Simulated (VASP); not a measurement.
# Al2O3 (R-3c) in VASP: a series of runs, part 2 of 3

VASP 6.6.1. The steps go on from the part before.

## (3) Relaxation of cell and atoms, r2SCAN

Contents of POSCAR:

```
Al2O3
1.0
    2.3785015489      1.3732285095      4.3292300000
   -2.3785015489      1.3732285095      4.3292300000
    0.0000000000     -2.7464570191      4.3292300000
Al O
4 6
Direct
    0.8521800000      0.8521800000      0.8521800000
    0.6478200000      0.6478200000      0.6478200000
    0.1478200000      0.1478200000      0.1478200000
    0.3521800000      0.3521800000      0.3521800000
    0.0562500000      0.4437500000      0.7500000000
    0.7500000000      0.0562500000      0.4437500000
    0.4437500000      0.7500000000      0.0562500000
    0.9437500000      0.5562500000      0.2500000000
    0.2500000000      0.9437500000      0.5562500000
    0.5562500000      0.2500000000      0.9437500000
```

Contents of INCAR.step1:

```
ALGO = Normal
EDIFF = 1E-4
ENCUT = 600
GGA = PE
ISMEAR = 0
LASPH = True
LCHARG = False
LREAL = False
LWAVE = True
NELM = 80
PREC = Accurate
SIGMA = 0.02
```

Contents of INCAR.step2:

```
ALGO = Normal
EDIFF = 1E-6
EDIFFG = -0.005
ENCUT = 600
IBRION = 2
ISIF = 3
ISMEAR = 0
ISTART = 1
LASPH = True
LCHARG = False
LMIXTAU = True
LREAL = False
LWAVE = False
METAGGA = R2SCAN
NELM = 80
NSW = 100
PREC = Accurate
SIGMA = 0.02
```

Contents of KPOINTS:

```
k-points
0
Gamma
  6 6 6
```

Potentials or basis: VASP PAW PBE potentials, release 64 (Al, O).

Command:

```
$ cat potpaw_PBE.64/Al/POTCAR potpaw_PBE.64/O/POTCAR > POTCAR
$ cp INCAR.step1 INCAR
$ mpirun -np 1 vasp_std > vasp.out
$ cp INCAR.step2 INCAR
$ mpirun -np 1 vasp_std > vasp.out
```

OUTCAR:

```text
EDIFF = 1E-6
   EDIFFG = -0.005
   ENCUT = 600
   IBRION = 2
   ISIF = 3
   ISMEAR = 0
   ISTART = 1
   LASPH = True
   LREAL = False
   METAGGA = R2SCAN
   NELM = 80
   NSW = 100
   PREC = Accurate

 ion  position               nearest neighbor table
   1  0.852  0.852  0.852-  10 1.85   9 1.85   8 1.85   7 1.97   5 1.97   6 1.97   2 2.65   3 2.79
                             3 2.79   3 2.79   2 3.22   2 3.22   2 3.22
   2  0.648  0.648  0.648-   9 1.85  10 1.85   8 1.85   6 1.97   5 1.97   7 1.97   1 2.65   4 2.79
                             4 2.79   4 2.79   1 3.22   1 3.22   1 3.22
   3  0.148  0.148  0.148-   7 1.85   6 1.85   5 1.85  10 1.97   8 1.97   9 1.97   4 2.65   1 2.79
                             1 2.79   1 2.79   4 3.22   4 3.22   4 3.22
   4  0.352  0.352  0.352-   6 1.85   7 1.85   5 1.85   9 1.97   8 1.97  10 1.97   3 2.65   2 2.79
                             2 2.79   2 2.79   3 3.22   3 3.22   3 3.22
   5  0.056  0.444  0.750-   3 1.85   4 1.85   1 1.97   2 1.97
   6  0.750  0.056  0.444-   4 1.85   3 1.85   2 1.97   1 1.97
   7  0.444  0.750  0.056-   3 1.85   4 1.85   1 1.97   2 1.97
   8  0.944  0.556  0.250-   1 1.85   2 1.85   3 1.97   4 1.97
   9  0.250  0.944  0.556-   2 1.85   1 1.85   4 1.97   3 1.97
  10  0.556  0.250  0.944-   1 1.85   2 1.85   3 1.97   4 1.97

  LATTYP: Found a trigonal (rhomboedric) cell.
 ALAT       =     5.1269151105
 COS(alpha) =     0.5695481095

  Lattice vectors:

 A1 = (   2.3785015489,   1.3732285095,   4.3292300000)
 A2 = (  -2.3785015489,   1.3732285095,   4.3292300000)
 A3 = (   0.0000000000,  -2.7464570191,   4.3292300000)

Analysis of symmetry for initial positions (statically):
=====================================================================
 Subroutine PRICEL returns:
 Original cell was already a primitive cell.

 Routine SETGRP: Setting up the symmetry group for a
 trigonal (rhombohedral) supercell.

 Subroutine GETGRP returns: Found 12 space group operations
 (whereof  6 operations were pure point group operations)
 out of a pool of 12 trial point group operations.

The static configuration has the point symmetry S_6 .
 The point group associated with its full space group is D_3d.

Analysis of symmetry for dynamics (positions and initial velocities):
=====================================================================
 Subroutine PRICEL returns:
 Original cell was already a primitive cell.

 Routine SETGRP: Setting up the symmetry group for a
 trigonal (rhombohedral) supercell.

 Subroutine GETGRP returns: Found 12 space group operations
 (whereof  6 operations were pure point group operations)
 out of a pool of 12 trial point group operations.

The dynamic configuration has the point symmetry S_6 .
 The point group associated with its full space group is D_3d.

 Subroutine INISYM returns: Found 12 space group operations
 (whereof  6 operations are pure point group operations),
 and found     1 'primitive' translations

----------------------------------------------------------------------------------------

                                     Primitive cell

  volume of cell :      84.8415

  direct lattice vectors                    reciprocal lattice vectors
     2.378501549  1.373228510  4.329230000     0.210216386  0.121368487  0.076995986
    -2.378501549  1.373228510  4.329230000    -0.210216386  0.121368487  0.076995986
[... 80 lines left out ...]
  0.500000  0.500000  0.166667      6.000000
 -0.333333  0.500000  0.166667     12.000000
 [... further k-points ...]
   k-points           NKPTS =     32   k-points in BZ     NKDIM =     32   number of bands    NBANDS=     30
   number of dos      NEDOS =    301   number of ions     NIONS =     10
   total plane-waves  NPLWV =  74088
   dimension x,y,z NGX =    42 NGY =   42 NGZ =   42
   dimension x,y,z NGXF=    84 NGYF=   84 NGZF=   84
   ions per type =               4   6
   NGX,Y,Z   is equivalent  to a cutoff of  13.62, 13.62, 13.62 a.u.
   NGXF,Y,Z  is equivalent  to a cutoff of  27.24, 27.24, 27.24 a.u.
 SYSTEM =  unknown system
   PREC   = accura    normal or accurate (medium, high low for compatibility)
   ISTART =      1    job   : 0-new  1-cont  2-samecut
   ICHARG =      0    charge: 1-file 2-atom 10-const
   ISPIN  =      1    spin polarized calculation?
   LNONCOLLINEAR =      F non collinear calculations
   LSORBIT =      F    spin-orbit coupling
   LASPH  =      T    aspherical Exc in radial PAW
   ENCUT  =  600.0 eV  44.10 Ry    6.64 a.u.  10.24 10.24 10.24*2*pi/ulx,y,z
   NELM   =     80;   NELMIN=  2; NELMDL=  0     # of ELM steps
   EDIFF  = 0.1E-05   stopping-criterion for ELM
   LREAL  =      F    real-space projection
   EDIFFG = -.5E-02   stopping-criterion for IOM
   NSW    =    100    number of steps for IOM
   IBRION =      2    ionic relax: 0-MD 1-quasi-New 2-CG
   NFREE  =      1    steps in history (QN), initial steepest desc. (CG)
   ISIF   =      3    stress and relaxation
   ISYM   =      2    0-nonsym 1-usesym 2-fastsym
   POTIM  = 0.5000    time-step for ionic-motion
   TEBEG  =    0.0;   TEEND  =   0.0 temperature during run
   PSTRESS=    0.0 pullay stress
   NELECT =      48.0000    total number of electrons
   NUPDOWN=      -1.0000    fix difference up-down
   EMIN   =  10.00;   EMAX   =-10.00  energy-range for DOS
   EFERMI =   0.00;   METHOD = LEGACY
   ISMEAR =     0;   SIGMA  =   0.02  broadening in eV -4-tet -1-fermi 0-gaus
   EFERMI_NEDOS =   21; number of points for ismear=-14 and -15
   IALGO  =     38    algorithm
   IMIX   =      4    mixing-type and parameters
     AMIX     =   0.40;   BMIX     =  1.00
     AMIX_MAG =   1.60;   BMIX_MAG =  1.00
  volume/ion in A,a.u.               =       8.48        57.25
  Fermi-wavevector in a.u.,A,eV,Ry     =   1.354002  2.558692 24.943839  1.833320
  Thomas-Fermi vector in A             =   2.481210
   LORBIT       =      0    0 simple, 1 ext, 2 COOP (PROOUT), +10 PAW based schemes
   METAGGA = R2SCAN    functional components
   LHFCALC =     F    Hartree Fock is set to
   AEXX    =    0.0000 exact exchange contribution
   IVDW    =     0    specifies the selected vdW correction
   LEPSILON=     F    determine dielectric tensor
   LRPA    =     F    only Hartree local field effects (RPA)
 conjugate gradient relaxation of ions
 non-spin polarized calculation
 Gauss-broadening in eV      SIGMA  =   0.02
  energy-cutoff  :      600.00
  volume of cell :       84.84
 maximum number of plane-waves:      2867
 NGX is ok and might be reduce to    42
   NGX = 21   NGY = 21   NGZ = 21

--------------------------------------- Ionic step        1  -------------------------------------------

 number of electron      48.0000002 magnetization

 Free energy of the ion-electron system (eV)
  ---------------------------------------------------
  ext. energy  EPLUGINS =         0.00000000
  ---------------------------------------------------
  free energy    TOTEN  =       -96.29357247 eV

  energy without entropy =      -96.29357247  energy(sigma->0) =      -96.29357247

------------------------ aborting loop because EDIFF is reached ----------------------------------------

  FORCE on cell =-STRESS in cart. coord.  units (eV):
  Direction    XX          YY          ZZ          XY          YZ          ZX
  --------------------------------------------------------------------------------------
  -------------------------------------------------------------------------------------
  Total       -0.1762211     -0.1762211     -0.3531980      0.0000000      0.0000000      0.0000000
  in kB       -3.3278242     -3.3278242     -6.6699213      0.0000000      0.0000000      0.0000000
  external PRESSURE =      -4.4418565 kB  Pullay stress =       0.0000000 kB
[... 295 lines left out ...]
--------------------------------------- Ionic step        8  -------------------------------------------

 number of electron      48.0000002 magnetization

 Free energy of the ion-electron system (eV)
  ---------------------------------------------------
  ext. energy  EPLUGINS =         0.00000000
  ---------------------------------------------------
  free energy    TOTEN  =       -96.29459545 eV

  energy without entropy =      -96.29459545  energy(sigma->0) =      -96.29459545

 E-fermi :   5.9101     XC(G=0): -12.2465

 val. band max:        5.7715318812   @ k =   0.0000   0.0000   0.0000
 cond. band min:      12.9724016414   @ k =   0.0000   0.0000   0.0000
 fundamental gap:      7.2008697602
 Fermi energy:         5.9100888583

 k-point     1 :       0.0000    0.0000    0.0000
  band No.  band energies     occupation
      1     -14.4574      2.00000
      2     -12.1538      2.00000
      3     -11.8762      2.00000
      4     -11.8762      2.00000
      5     -11.5652      2.00000
      6     -11.5652      2.00000
[... 781 lines left out ...]
     29      17.3986      0.00000
     30      18.0443      0.00000

 [... further k-points ...]
[... 5 lines left out ...]
  --------------------------------------------------------------------------------------
  -------------------------------------------------------------------------------------
  Total       -0.0161836     -0.0161836      0.0004267     -0.0000000     -0.0000000      0.0000000
  in kB       -0.3061860     -0.3061860      0.0080726     -0.0000000     -0.0000000      0.0000000
  external PRESSURE =      -0.2014331 kB  Pullay stress =       0.0000000 kB
[... 25 lines left out ...]
  FREE ENERGIE OF THE ION-ELECTRON SYSTEM (eV)
  ---------------------------------------------------
  free  energy   TOTEN  =       -96.2945954493 eV

  energy  without entropy=      -96.2945954493  energy(sigma->0) =      -96.29459545

 reached required accuracy - stopping structural energy minimisation
```

Wall time 21 min (1 thread of Intel Xeon 6975P-C (Granite Rapids), shared host); peak memory 0.31 GiB.

Results:

- Free energy: -96.2946 eV
- Relaxed volume: 8.47 Å³/atom
- Relaxed cell: a = 5.124 Å, b = 5.124 Å, c = 5.124 Å, α = 55.28°, β = 55.28°, γ = 55.28°
- Space group after relaxing (to 0.1 Å): R-3c (No. 167)
- Energy gained by relaxing: 0.1 meV/atom
- Ionic steps: 8
- Pressure after relaxing: 0.0 GPa
- Band gap on the k mesh: 7.20 eV

Forces on the atoms (eV/Å):
```
Al   0.000  0.000  0.001
Al   0.000  0.000 -0.001
Al   0.000  0.000 -0.001
Al   0.000  0.000  0.001
O    0.003  0.000  0.000
O   -0.001  0.002  0.000
O   -0.001 -0.002  0.000
O   -0.003  0.000  0.000
O    0.001 -0.002  0.000
O    0.001  0.002  0.000
```

The path:
| step | energy change (eV) | largest force (eV/Å) | pressure (GPa) | volume (Å³) |
| --- | --- | --- | --- | --- |
| 1 | 0.0000 | 0.0812 | -0.44 | 84.84 |
| 2 | -0.0008 | 0.0131 | 0.41 | 84.55 |
| 3 | -0.0009 | 0.0211 | 0.21 | 84.62 |
| 4 | -0.0009 | 0.0240 | 0.19 | 84.63 |
| 5 | -0.0010 | 0.0043 | -0.06 | 84.71 |
| 6 | -0.0010 | 0.0052 | 0.00 | 84.69 |
| 7 | -0.0010 | 0.0040 | -0.04 | 84.70 |
| 8 | -0.0010 | 0.0027 | -0.02 | 84.68 |

Final structure:
```
Al O
1.0
     2.37701    1.37237    4.32661
    -2.37701    1.37237    4.32661
     0.00000   -2.74473    4.32661
Al O
4 6
Cartesian
  0.0000 0.0000 11.0566
  0.0000 0.0000 8.4132
  0.0000 0.0000 1.9233
  0.0000 0.0000 4.5666
  -0.9210 -1.3724 5.4083
  1.6490 -0.1114 5.4083
  -0.7280 1.4838 5.4083
  0.9210 1.3724 7.5716
  -1.6490 0.1114 7.5716
  0.7280 -1.4838 7.5716
```

Caveat: the PAW data sets were made with another functional, which shifts forces and pressure a little. A k mesh can miss the band edges.

[end of part 2 of 3]
